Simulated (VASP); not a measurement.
SiNi, 4 atoms in the cell. The structure is orthorhombic, space group Pmmn (No. 59). The conventional cell has a = 3.027 Å, b = 3.273 Å, c = 4.698 Å, α = 90.00°, β = 90.00°, γ = 90.00°. Si (site symmetry mm2) has 6 Ni at 2.34 to 2.40 Å and 6 Si at 2.68 to 3.03 Å within 3.1 Å. Ni (site symmetry mm2) has 6 Si at 2.34 to 2.40 Å and 6 Ni at 2.67 to 3.03 Å within 3.1 Å. 

| Property | Result |
| --- | --- |
| Program | VASP 6.6.1 |
| Task | single point |
| Functional | PBE |
| Potentials or basis | VASP PAW PBE potentials, release 64 (Si, Ni) |
| Cutoff | 520 eV |
| k mesh | 10 × 10 × 6 |
| Occupations | gaussian, width 0.1 eV |
| Spin | no spin polarisation |
| Dipole correction | no |
| Further INCAR settings | ALGO = Normal; EDIFF = 1e-06; NBANDS = 22 |

Potentials or basis: VASP PAW PBE potentials, release 64 (Si, Ni).

The run is started by

```console
$ cat potpaw_PBE.64/Si/POTCAR potpaw_PBE.64/Ni/POTCAR > POTCAR
$ mpirun -np 1 vasp_std > vasp.out
```

Hardware: 1 thread of Intel Xeon 8259CL, with other jobs on the host.

Estimate the wall time of this run.

Run time: 3.3 min on 1 thread of Intel Xeon 8259CL, on a shared host, peak memory 0.22 GiB. Counts: scf iterations 14, k points 144.
